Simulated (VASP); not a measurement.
# AlN (P6_3mc) in VASP: notebook, part 2 of 2

VASP 6.6.1. The steps go on from the part before.

**3. Dielectric tensor, r2SCAN**

Input file INCAR:

```
SYSTEM = AlN
PREC = Accurate
ENCUT = 580
EDIFF = 1E-8
ISMEAR = 0
SIGMA = 0.01
LREAL = .FALSE.
LASPH = .TRUE.
NELM = 120
ALGO = Normal
ISIF = 2
LWAVE = .FALSE.
LCHARG = .FALSE.
METAGGA = R2SCAN
LMIXTAU = .TRUE.
LCALCEPS = .TRUE.
GGA_COMPAT = .FALSE.
```

Input file KPOINTS:

```
regular mesh
0
G
  9 9 4
  0 0 0
```

Input file POSCAR:

```
AlN
1.0
    3.1066937604      0.0000000000      0.0000000000
   -1.5533468802      2.6904757183      0.0000000000
    0.0000000000      0.0000000000      4.9785915490
Al N
2 2
Direct
    0.3333333333      0.6666666667     -0.0032954727
    0.6666666667      0.3333333333      0.4967045273
    0.3333333333      0.6666666667      0.3782954727
    0.6666666667      0.3333333333      0.8782954727
```

Potentials or basis: VASP PAW PBE potentials, release 64 (Al, N).

Command:

```console
> cat potpaw_PBE.64/Al/POTCAR potpaw_PBE.64/N/POTCAR > POTCAR
> mpirun -np 1 vasp_std > vasp.out
```

OUTCAR:

```text
SYSTEM = AlN
   PREC = Accurate
   ENCUT = 580
   EDIFF = 1E-8
   ISMEAR = 0
   LREAL = .FALSE.
   LASPH = .TRUE.
   NELM = 120
   ISIF = 2
   METAGGA = R2SCAN

 ion  position               nearest neighbor table
   1  0.333  0.667  0.997-   4 1.89   4 1.89   4 1.89   3 1.90   2 3.07   2 3.07   2 3.07   2 3.07
                             2 3.07   2 3.07
   2  0.667  0.333  0.497-   3 1.89   3 1.89   3 1.89   4 1.90   1 3.07   1 3.07   1 3.07   1 3.07
                             1 3.07   1 3.07
   3  0.333  0.667  0.378-   2 1.89   2 1.89   2 1.89   1 1.90
   4  0.667  0.333  0.878-   1 1.89   1 1.89   1 1.89   2 1.90

  LATTYP: Found a hexagonal cell.
 ALAT       =     3.1066937604
 C/A-ratio  =     1.6025369518

  Lattice vectors:

 A1 = (   3.1066937604,   0.0000000000,   0.0000000000)
 A2 = (  -1.5533468802,   2.6904757183,   0.0000000000)
 A3 = (   0.0000000000,   0.0000000000,   4.9785915490)

Analysis of symmetry for initial positions (statically):
=====================================================================
 Subroutine PRICEL returns:
 Original cell was already a primitive cell.

 Routine SETGRP: Setting up the symmetry group for a
 hexagonal supercell.

 Subroutine GETGRP returns: Found 12 space group operations
 (whereof  6 operations were pure point group operations)
 out of a pool of 24 trial point group operations.

The static configuration has the point symmetry C_3v.
 The point group associated with its full space group is C_6v.

Analysis of symmetry for dynamics (positions and initial velocities):
=====================================================================
 Subroutine PRICEL returns:
 Original cell was already a primitive cell.

 Routine SETGRP: Setting up the symmetry group for a
[... 534 lines left out ...]

 Total electronic dipole moment: p[elc]=(    -0.00000    -0.00000    -0.29106 ) |e| Angst

 MACROSCOPIC STATIC DIELECTRIC TENSOR (including local field effects)
 ------------------------------------------------------
           4.123937     0.000000     0.000000
          -0.000000     4.123937     0.000000
           0.000000     0.000000     4.309117
 ------------------------------------------------------

 PIEZOELECTRIC TENSOR (including local field effects) (e Angst)
          XX          YY          ZZ          XY          YZ          ZX
  --------------------------------------------------------------------------------
  x    -0.00000     0.00000     0.00000     0.00000     0.00000     0.85240
  y    -0.00000     0.00000    -0.00000     0.00000     0.85240    -0.00000
  z     0.65780     0.65780    -0.99951     0.00000     0.00000     0.00000

 PIEZOELECTRIC TENSOR (including local field effects) (C/m^2)
          XX          YY          ZZ          XY          YZ          ZX
  --------------------------------------------------------------------------------
  x    -0.00000     0.00000     0.00000     0.00000     0.00000     0.32819
  y    -0.00000     0.00000    -0.00000     0.00000     0.32819    -0.00000
  z     0.25326     0.25326    -0.38482     0.00000     0.00000     0.00000

 BORN EFFECTIVE CHARGES (including local field effects) (in |e|, cummulative output)
 ---------------------------------------------------------------------------------
 ion    1
    1     2.49821     0.00000     0.00000
    2     0.00000     2.49821     0.00000
    3    -0.00000     0.00000     2.65364
 ion    2
    1     2.49821     0.00000     0.00000
    2     0.00000     2.49821     0.00000
    3     0.00000    -0.00000     2.65364
 ion    3
    1    -2.49821     0.00000     0.00000
    2    -0.00000    -2.49821    -0.00000
    3    -0.00000    -0.00000    -2.65364
 ion    4
    1    -2.49821     0.00000     0.00000
    2     0.00000    -2.49821     0.00000
    3     0.00000     0.00000    -2.65364

  FORCE on cell =-STRESS in cart. coord.  units (eV):
  Direction    XX          YY          ZZ          XY          YZ          ZX
  --------------------------------------------------------------------------------------
  -------------------------------------------------------------------------------------
  Total       -0.0816610     -0.0816610     -0.0763658      0.0000000      0.0000000      0.0000000
  in kB       -3.1440646     -3.1440646     -2.9401922      0.0000000      0.0000000      0.0000000
  external PRESSURE =      -3.0761071 kB  Pullay stress =       0.0000000 kB

 VOLUME and BASIS-vectors are now :
 -----------------------------------------------------------------------------
  energy-cutoff  :      580.00
  volume of cell :       41.61
      direct lattice vectors                 reciprocal lattice vectors
     3.106693760  0.000000000  0.000000000     0.321885605  0.185840741  0.000000000
    -1.553346880  2.690475718  0.000000000     0.000000000  0.371681481  0.000000000
     0.000000000  0.000000000  4.978591549     0.000000000  0.000000000  0.200860020

 POSITION                                       TOTAL-FORCE (eV/Angst)
 -----------------------------------------------------------------------------------
     -0.00000      1.79365      4.96218         0.000000      0.000000     -0.002111
      1.55335      0.89683      2.47289        -0.000000     -0.000000     -0.002111
     -0.00000      1.79365      1.88338         0.000000     -0.000000      0.002111
      1.55335      0.89683      4.37267        -0.000000      0.000000      0.002111
 -----------------------------------------------------------------------------------
    total drift:                               -0.000000     -0.000000     -0.017301

  FREE ENERGIE OF THE ION-ELECTRON SYSTEM (eV)
  ---------------------------------------------------
  free  energy   TOTEN  =       -38.4535503675 eV

  energy  without entropy=      -38.4535503675  energy(sigma->0) =      -38.45355037
```

OSZICAR:

```text
N       E                     dE             d eps       ncg     rms          rms(c)
DAV:   1     0.492190420065E+02    0.49219E+02   -0.84451E+03   864   0.135E+03
DAV:   2    -0.424536102668E+02   -0.91673E+02   -0.84785E+02  1224   0.251E+02
[... 13 lines left out ...]
DMP:   8    -0.384535501762E+02   -0.11443E-06   -0.16340E-06   900   0.366E-06   0.817E-07
DMP:   9    -0.384535502570E+02   -0.80801E-07   -0.10312E-06   900   0.204E-06   0.104E-06
DMP:  10    -0.384535503151E+02   -0.58135E-07   -0.51896E-07   900   0.930E-07   0.707E-07
DMP:  11    -0.384535503444E+02   -0.29256E-07   -0.23684E-07   900   0.459E-07   0.257E-07
DMP:  12    -0.384535503584E+02   -0.13988E-07   -0.12677E-07   900   0.262E-07   0.106E-07
DMP:  13    -0.384535503675E+02   -0.91055E-08   -0.69103E-08   900   0.135E-07   0.726E-08
   1 F= -.38453550E+02 E0= -.38453550E+02  d E =-.395546E-13
```

stdout:

```text
POSCAR found type information on POSCAR AlN
 POSCAR found :  2 types and       4 ions
 scaLAPACK will be used
 -----------------------------------------------------------------------------
|                                                                             |
[... 99 lines left out ...]
 p_tot=( -0.501E-10 -0.123E-09  0.135E+02 )
dp_tot=(  0.338E-08 -0.440E-08  0.761E-02 )  diag[e(oo)]=(    ---      ---    4.30917 )
 p_tot=( -0.387E-10 -0.124E-09  0.135E+02 )
dp_tot=(  0.339E-08 -0.441E-08  0.761E-02 )  diag[e(oo)]=(    ---      ---    4.30996 )
 final diagonalization full
 p_tot=( -0.305E-10 -0.125E-09  0.135E+02 )
dp_tot=(  0.340E-08 -0.441E-08  0.761E-02 )  diag[e(oo)]=(    ---      ---    4.30912 )
```

Wall time 30 min (1 thread of Intel Xeon 6975P-C (Granite Rapids), shared host); peak memory 0.48 GiB.

Results:

```
Band gap on the k mesh                  : 4.92 eV
Electronic dielectric tensor (diagonal) : 4.12, 4.12, 4.31
Born charges (mean of the diagonal)     : Al +2.55; N -2.55 e
```

Electronic dielectric tensor:
```
4.12 0.00 0.00
0.00 4.12 0.00
0.00 0.00 4.31
```

Born effective charge tensors (e):
atom 1, Al
```
2.50 0.00 0.00
0.00 2.50 0.00
0.00 0.00 2.65
```
atom 2, Al
```
2.50 0.00 0.00
0.00 2.50 0.00
0.00 0.00 2.65
```
atom 3, N
```
-2.50  0.00  0.00
 0.00 -2.50  0.00
 0.00  0.00 -2.65
```
atom 4, N
```
-2.50  0.00  0.00
 0.00 -2.50  0.00
 0.00  0.00 -2.65
```

Dipole moments of the cell (e·Å, modulo the quantum): ionic 0.000, 0.000, 13.757; electronic 0.000, 0.000, -0.291

Caveat: the PAW data sets were made with another functional, which shifts forces and pressure a little.
